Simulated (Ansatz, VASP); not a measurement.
# Two plane-wave programs on GaSb3

INCAR

```
SYSTEM = GaSb3
PREC = Accurate ; ENCUT = 520
EDIFF = 1E-6 ; ISMEAR = 0
SIGMA = 0.15 ; LREAL = .FALSE.
LASPH = .TRUE. ; NELM = 80
ALGO = Normal ; ISIF = 2
LWAVE = .FALSE. ; LCHARG = .FALSE.
GGA = PS ; IVDW = 12
NBANDS = 22
```

Contents of KPOINTS:

```
regular mesh
0
G
  12 12 12
  0 0 0
```

File POSCAR:

```
GaSb3
1.0
    0.0000000000      3.5855047185      3.5855047185
    3.5855047185      0.0000000000      3.5855047185
    3.5855047185      3.5855047185      0.0000000000
Ga Sb
1 3
Direct
    0.0000000000      0.0000000000      0.0000000000
    0.2604587786      0.2395412214      0.2604587786
    0.7604587786      0.7395412214      0.7604587786
    0.5104587786      0.4895412214      0.5104587786
```

Input for Ansatz:

```yaml
crystal:
  lattice:
    - [0.0, 3.5855047185, 3.5855047185]
    - [3.5855047185, 0.0, 3.5855047185]
    - [3.5855047185, 3.5855047185, 0.0]
  atoms:
    - { symbol: Ga, position: [0.0, 0.0, 0.0] }
    - { symbol: Sb, position: [0.2604587786, 0.2395412214, 0.2604587786] }
    - { symbol: Sb, position: [0.7604587786, 0.7395412214, 0.7604587786] }
    - { symbol: Sb, position: [0.5104587786, 0.4895412214, 0.5104587786] }
basis:
  ecutwfc: 420
kpoints:
  mp_grid: { grid: [12, 12, 12] }
hamiltonian:
  xc: pbesol
  dispersion: d3bj
scf:
  occupations: { method: gaussian, width: 0.15 }
output:
  forces: true
  stress: true
  eigenvalues: true
```

Change from the starting cell: all Sb atoms moved +0.075 Å, as atom 2 along Cartesian [0 1 0].

Alike in both runs: task single point; functional PBEsol; dispersion D3(BJ); k mesh 12 × 12 × 12; occupations gaussian, width 0.15 eV; no spin polarisation.

|  | VASP | Ansatz |
| --- | --- | --- |
| version | VASP 6.6.1 | Ansatz 0.2.0 |
| potentials or method | VASP PAW PBE potentials, release 64 (Ga_d, Sb), cutoff 520 eV | scalar-relativistic, plane waves, PAW |
| valence electrons in the cell | 28 | 58 |

```tsv
	VASP	Ansatz	Ansatz less VASP
gap on the k mesh at the Fermi level (eV)	none	none	-
pressure (GPa)	0.6	0.5	-0.07
rms of the force components (eV/Å)	0.054	0.054	-0.0006
```

VASP's potentials were made for PBE, not for PBEsol. Atom by atom the forces differ by 0.001 eV/Å (rms over components). A gap of «none» marks a metal or a gap that the smearing closes. VASP's potentials hold 28 valence electrons a cell and Ansatz's 58, so a difference there can come from the potentials and not from the codes.

Neither program's run includes spin-orbit coupling.
